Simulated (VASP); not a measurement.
# BeTe (I-4m2) in VASP: G0W0 quasiparticle levels with PBE

Aim: the G0W0 quasiparticle levels of BeTe with PBE.

Program: VASP 6.6.1. These are calculated values, not measurements. Logs are shortened: lines on timing, memory, paths and dates and some standing lists are left out, and cuts for length are marked.

## Step 1: The cell of the first run

It takes space group I-4m2 (No. 119, tetragonal). The conventional cell has a = 4.000 Å, b = 4.000 Å, c = 5.884 Å, α = 90.00°, β = 90.00°, γ = 90.00°. Within 3.3 Å of Be (site symmetry -4m2) lie 4 Te at 2.48 Å. Te (site symmetry -4m2) has 4 Be at 2.48 Å within 3.3 Å.

## Step 2: G0W0 quasiparticle levels, PBE

Input file POSCAR:

```
BeTe
1.0
    0.0000000000      2.8286236255      2.9417685705
    2.8286236255      0.0000000000      2.9417685705
    2.8286236255      2.8286236255      0.0000000000
Be Te
1 1
Direct
    0.0000000000      0.0000000000      0.0000000000
    0.2500000000      0.2500000000      0.2500000000
```

Input file INCAR.step1:

```
SYSTEM = BeTe
ALGO = Normal ; EDIFF = 1E-8
ENCUT = 500 ; GGA = PE
ISMEAR = 0 ; LASPH = .TRUE.
LCHARG = .FALSE. ; LREAL = .FALSE.
LWAVE = .TRUE. ; NELM = 80
PREC = Accurate ; SIGMA = 0.01
```

Input file INCAR.step2:

```
SYSTEM = BeTe
ALGO = Exact ; EDIFF = 1E-8
ENCUT = 500 ; GGA = PE
ISMEAR = 0 ; ISTART = 1
LASPH = .TRUE. ; LCHARG = .FALSE.
LOPTICS = .TRUE. ; LREAL = .FALSE.
LWAVE = .TRUE. ; NBANDS = 200
NELM = 1 ; PREC = Accurate
SIGMA = 0.01
```

Input file INCAR.step3:

```
SYSTEM = BeTe
ALGO = EVGW0 ; EDIFF = 1E-8
ENCUT = 500 ; ENCUTGW = 150.0
GGA = PE ; ISMEAR = 0
ISTART = 1 ; LASPH = .TRUE.
LCHARG = .FALSE. ; LREAL = .FALSE.
LWAVE = .FALSE. ; NBANDS = 200
NBANDSGW = 12 ; NELMGW = 1
NOMEGA = 96 ; OMEGAMAX = 20
PREC = Accurate ; PRECFOCK = Fast
SIGMA = 0.01
```

Input file KPOINTS:

```
k-points
0
G
  4 4 4
  0 0 0
```

Potentials or basis: VASP PAW PBE potentials, release 64 (Be_GW, Te_GW).

Started as:

```console
cat potpaw_PBE.64/Be_GW/POTCAR potpaw_PBE.64/Te_GW/POTCAR > POTCAR
cp INCAR.step1 INCAR
mpirun -np 1 vasp_std > vasp.out
cp INCAR.step2 INCAR
mpirun -np 1 vasp_std > vasp.out
cp INCAR.step3 INCAR
mpirun -np 1 vasp_std > vasp.out
```

OUTCAR:

```text
SYSTEM = BeTe
   EDIFF = 1E-8
   ENCUT = 500
   ENCUTGW = 150.0
   GGA = PE
   ISMEAR = 0
   ISTART = 1
   LASPH = .TRUE.
   LREAL = .FALSE.
   NELMGW = 1
   PREC = Accurate
   PRECFOCK = Fast

 ion  position               nearest neighbor table
   1  0.000  0.000  0.000-   2 2.48   2 2.48   2 2.48   2 2.48
   2  0.250  0.250  0.250-   1 2.48   1 2.48   1 2.48   1 2.48

  LATTYP: Found a body centered tetragonal cell.
 ALAT       =     4.0002778940
 C/A-ratio  =     1.4707821049

  Lattice vectors:

 A1 = (  -2.8286236255,   0.0000000000,   2.9417685705)
 A2 = (   2.8286236255,   0.0000000000,   2.9417685705)
 A3 = (   0.0000000000,   2.8286236255,  -2.9417685705)

Analysis of symmetry for initial positions (statically):
=====================================================================
 Subroutine PRICEL returns:
 Original cell was already a primitive cell.

 Routine SETGRP: Setting up the symmetry group for a
 body centered tetragonal supercell.

 Subroutine GETGRP returns: Found  8 space group operations
 (whereof  8 operations were pure point group operations)
 out of a pool of 16 trial point group operations.

The static configuration has the point symmetry D_2d.

Analysis of symmetry for dynamics (positions and initial velocities):
=====================================================================
 Subroutine PRICEL returns:
 Original cell was already a primitive cell.

 Routine SETGRP: Setting up the symmetry group for a
 body centered tetragonal supercell.

 Subroutine GETGRP returns: Found  8 space group operations
 (whereof  8 operations were pure point group operations)
 out of a pool of 16 trial point group operations.

The dynamic configuration has the point symmetry D_2d.

 Subroutine INISYM returns: Found  8 space group operations
 (whereof  8 operations are pure point group operations),
 and found     1 'primitive' translations

----------------------------------------------------------------------------------------

                                     Primitive cell

  volume of cell :      47.0748

  direct lattice vectors                    reciprocal lattice vectors
     0.000000000  2.828623626  2.941768570    -0.176764415  0.176764415  0.169965784
     2.828623626  0.000000000  2.941768570     0.176764415 -0.176764415  0.169965784
     2.828623626  2.828623626  0.000000000     0.176764415  0.176764415 -0.169965784

  length of vectors
     4.081067745  4.081067745  4.000277894     0.302290728  0.302290728  0.302290728

  position of ions in fractional coordinates (direct lattice)
     0.000000000  0.000000000  0.000000000
     0.250000000  0.250000000  0.250000000

  ion indices of the primitive-cell ions
   primitive index   ion index
                 1           1
                 2           2

----------------------------------------------------------------------------------------

 KPOINTS: k-points

Automatic generation of k-mesh.
 Grid dimensions read from file:
 generate k-points for:    4    4    4

 Generating k-lattice:

  Cartesian coordinates                     Fractional coordinates (reciprocal lattice)
    -0.044191104  0.044191104  0.042491446     0.250000000  0.000000000  0.000000000
     0.044191104 -0.044191104  0.042491446     0.000000000  0.250000000  0.000000000
     0.044191104  0.044191104 -0.042491446     0.000000000  0.000000000  0.250000000

  Length of vectors
     0.075572682  0.075572682  0.075572682

  Shift w.r.t. Gamma in fractional coordinates (k-lattice)
     0.000000000  0.000000000  0.000000000

 Subroutine IBZKPT returns following result:
 ===========================================

 Found     13 irreducible k-points:

 Following reciprocal coordinates:
            Coordinates               Weight
  0.000000  0.000000  0.000000      1.000000
  0.250000  0.000000  0.000000      8.000000
  0.500000  0.000000  0.000000      4.000000
  0.250000  0.250000  0.000000      2.000000
  0.500000  0.250000  0.000000      8.000000
 -0.250000  0.250000  0.000000      4.000000
  0.500000  0.500000  0.000000      1.000000
  0.250000  0.000000  0.250000      4.000000
  0.500000  0.000000  0.250000     16.000000
 -0.250000  0.000000  0.250000      8.000000
 -0.250000  0.500000  0.250000      4.000000
  0.500000  0.000000  0.500000      2.000000
 -0.250000  0.250000  0.500000      2.000000
   k-points           NKPTS =     13   k-points in BZ     NKDIM =     64   number of bands    NBANDS=    200
   number of dos      NEDOS =    301   number of ions     NIONS =      2
   total plane-waves  NPLWV =  27000
   dimension x,y,z NGX =    30 NGY =   30 NGZ =   30
   dimension x,y,z NGXF=    60 NGYF=   60 NGZF=   60
   ions per type =               1   1
   NGX,Y,Z   is equivalent  to a cutoff of  12.22, 12.22, 12.47 a.u.
   NGXF,Y,Z  is equivalent  to a cutoff of  24.44, 24.44, 24.94 a.u.
 SYSTEM =  BeTe
   PREC   = accura    normal or accurate (medium, high low for compatibility)
   ISTART =      1    job   : 0-new  1-cont  2-samecut
   ICHARG =      0    charge: 1-file 2-atom 10-const
   ISPIN  =      1    spin polarized calculation?
   LNONCOLLINEAR =      F non collinear calculations
   LSORBIT =      F    spin-orbit coupling
   LASPH  =      T    aspherical Exc in radial PAW
   ENCUT  =  500.0 eV  36.75 Ry    6.06 a.u.   7.44  7.44  7.29*2*pi/ulx,y,z
   NELM   =     60;   NELMIN=  2; NELMDL=  0     # of ELM steps
   EDIFF  = 0.1E-07   stopping-criterion for ELM
   LREAL  =      F    real-space projection
   EDIFFG = 0.1E-06   stopping-criterion for IOM
   NSW    =      0    number of steps for IOM
   IBRION =     -1    ionic relax: 0-MD 1-quasi-New 2-CG
   NFREE  =      0    steps in history (QN), initial steepest desc. (CG)
   ISIF   =      0    stress and relaxation
   ISYM   =      3    0-nonsym 1-usesym 2-fastsym
   POTIM  = 0.5000    time-step for ionic-motion
   TEBEG  =    0.0;   TEEND  =   0.0 temperature during run
   PSTRESS=    0.0 pullay stress
   NELECT =       8.0000    total number of electrons
   NUPDOWN=      -1.0000    fix difference up-down
   EMIN   =  10.00;   EMAX   =-10.00  energy-range for DOS
   EFERMI =   0.00;   METHOD = LEGACY
   ISMEAR =     0;   SIGMA  =   0.01  broadening in eV -4-tet -1-fermi 0-gaus
   EFERMI_NEDOS =   21; number of points for ismear=-14 and -15
   IALGO  =     38    algorithm
   IMIX   =      4    mixing-type and parameters
     AMIX     =   0.40;   BMIX     =  1.00
     AMIX_MAG =   1.60;   BMIX_MAG =  1.00
  volume/ion in A,a.u.               =      23.54       158.84
  Fermi-wavevector in a.u.,A,eV,Ry     =   0.906794  1.713592 11.187731  0.822275
  Thomas-Fermi vector in A             =   2.030524
   LORBIT       =      0    0 simple, 1 ext, 2 COOP (PROOUT), +10 PAW based schemes
   GGA     = PE    functional components
   LHFCALC =     T    Hartree Fock is set to
   PRECFOCK=fast      Normal, Fast or Accurate (Low or Medium for compatibility)
   ENCUT4O =  -1.0   cutoff for four orbital integrals eV
   NKREDX  =     1    reduce k-point grid by
   NKREDY  =     1    reduce k-point grid by
   NKREDZ  =     1    reduce k-point grid by
   AEXX    =    1.0000 exact exchange contribution
   HFSCREEN=    0.0000 screening length (either q_TF or 0.3 A-1)
   HFSCREENC=   0.0000 screening length for correlation (either q_TF or 0.3 A-1)
   ENCUTFOCK=  -1.0 apply spherical cutoff to Coloumb kernel
   IVDW    =     0    specifies the selected vdW correction
   LEPSILON=     F    determine dielectric tensor
   LRPA    =     F    only Hartree local field effects (RPA)
   LRPAFORCE           =     F    calculate RPA forces
   ENCUTGW             = 150.0    cutoff for response function in eV
   ENCUTGWSOFT         = 120.0    soft cutoff for Coulomb kernel in GW response function in eV
   ENCUTLF             =  -1.0    cutoff for local field effects
   NELMGW              =     1    number of iterations in solving QP/BSE equation
   NELMHF              =     1    number of iterations in the inner HF iteration
   NKREDLFX            =     1    NKREDLFY  =   1   NKREDLFZ  =   1
 non-spin polarized calculation
 Gauss-broadening in eV      SIGMA  =   0.01
  energy-cutoff  :      500.00
  volume of cell :       47.07
 maximum number of plane-waves:      1214
 NGX is ok and might be reduce to    30
  NGX = 18; NGY = 18; NGZ = 18
   NGX = 15   NGY = 15   NGZ = 15
 maximum number of plane-waves:       208
 NGX is ok and might be reduce to    18

 QP shifts <psi_nk| G(iteration)W_0 |psi_nk>: iteration 1
 for sc-GW calculations column KS-energies equals QP-energies in previous step
 and V_xc(KS)=  KS-energies - (<T + V_ion + V_H > + <T+V_H+V_ion>^1  + <V_x>^1)

 k-point   1 :       0.0000    0.0000    0.0000
  band No.  KS-energies  QP-energies   sigma(KS)   V_xc(KS)     V^pw_x(r,r')   Z            occupation Imag(sigma)

      1      -7.6617      -8.5016     -11.9248     -10.7453     -17.5021       0.7120       2.0000       1.0791
      2       4.1544       3.3853     -11.9797     -10.9930     -12.9199       0.7794       2.0000       0.0258
      3       4.3702       3.6015     -11.9713     -10.9869     -12.8870       0.7809       2.0000       0.0257
      4       4.3702       3.6015     -11.9713     -10.9869     -12.8870       0.7809       2.0000       0.0257
      5       7.7274       8.1214      -9.0141      -9.5232      -4.7037       0.7739       0.0000      -0.0632
      6       7.9229       8.1933      -8.8162      -9.1693      -4.6109       0.7660       0.0000      -0.0672
      7       7.9229       8.1933      -8.8162      -9.1693      -4.6109       0.7660       0.0000      -0.0672
      8       8.0065       8.2721      -8.8659      -9.2116      -4.6652       0.7684       0.0000      -0.0667
      9      12.5323      12.4816      -7.7100      -7.6415      -2.3366       0.7405       0.0000      -0.1819
     10      14.1684      14.3174      -8.7693      -8.9664      -3.6808       0.7563       0.0000      -0.1957
     11      14.9904      15.1384      -8.8918      -9.0889      -3.6355       0.7509       0.0000      -0.2528
     12      15.0046      14.9848      -7.5590      -7.5328      -2.0502       0.7584       0.0000      -0.3423

 k-point   2 :       0.2500    0.0000    0.0000
  band No.  KS-energies  QP-energies   sigma(KS)   V_xc(KS)     V^pw_x(r,r')   Z            occupation Imag(sigma)
[... 177 lines left out ...]
      1      -5.9301      -6.5514     -12.3611     -11.4866     -17.2804       0.7104       2.0000       0.7588
      2      -0.0398      -0.9656     -11.2461      -9.9595     -13.8229       0.7196       2.0000       0.0987
      3       0.8580      -0.0299     -10.9234      -9.7297     -12.9079       0.7439       2.0000       0.0623
      4       1.3502       0.5012     -10.8638      -9.7357     -12.5587       0.7526       2.0000       0.0496
      5       9.3062       9.3170      -8.4410      -8.4550      -4.2277       0.7762       0.0000      -0.0759
      6       9.4567       9.7936      -8.6045      -9.0539      -3.7068       0.7498       0.0000      -0.0921
      7       9.6519       9.7927      -8.2945      -8.4789      -3.7423       0.7634       0.0000      -0.0835
      8       9.9618      10.2019      -9.4204      -9.7415      -4.6469       0.7478       0.0000      -0.1012
      9      15.3994      15.6480      -9.2493      -9.5934      -3.0570       0.7227       0.0000      -0.4049
     10      16.0448      16.1603      -9.5858      -9.7446      -3.4070       0.7270       0.0000      -0.4755
     11      17.4140      17.6145      -8.7893      -9.0596      -2.6302       0.7417       0.0000      -0.5260
     12      18.2972      18.4658      -8.9980      -9.2204      -2.8392       0.7584       0.0000      -0.6696
```

It took 4.2 min on 1 thread of AMD EPYC 9R45 (Zen 5), shared host; peak memory 0.6 GiB.

What came out:

```yaml
Quasiparticle_gap: 2.76 eV
Least_direct_quasiparticle_gap: 4.52 eV
Band_gap_of_the_starting_levels_on_the_mesh: 1.94 eV
Least_direct_gap_of_the_starting_levels_on_the_mesh: 3.36 eV
```

Caveat: the k points lie up to 0.47 Å⁻¹ apart; bands, screening cutoff and mesh are small and nothing is extrapolated, so the quasiparticle values aren't converged; spin-orbit coupling is left out, which moves the levels of the heavy elements.
